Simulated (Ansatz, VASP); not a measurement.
One calculation of Ta, two programs

```xyz
1
Lattice="-1.6012 1.6012 1.6012 1.6012 -1.6012 1.6012 1.6012 1.6012 -1.6012" Properties=species:S:1:pos:R:3 pbc="T T T"
Ta    0.0000    0.0000    0.0000
```

Alike in both runs: task single point; functional r2SCAN; k mesh 18 × 18 × 18; occupations gaussian, width 0.1 eV; no spin polarisation.

```csv
,VASP,Ansatz
version,VASP 6.6.1,Ansatz 0.2.0
potentials or method,"VASP PAW PBE potentials, release 64 (Ta_pv), cutoff 550 eV","scalar-relativistic, plane waves, PAW"
valence electrons in the cell,11,13
```

```tsv
	VASP	Ansatz	Ansatz less VASP
gap on the k mesh at the Fermi level (eV)	none	none	-
pressure (GPa)	23.5	22.5	-0.99
```

VASP's potentials were made for PBE, not for r2SCAN. A gap of «none» marks a metal or a gap that the smearing closes. The functional is the same, so the differences come from potentials, cutoffs and numerics. VASP's potentials hold 11 valence electrons a cell and Ansatz's 13, so a difference there can come from the potentials and not from the codes.

Neither program's run includes spin-orbit coupling.
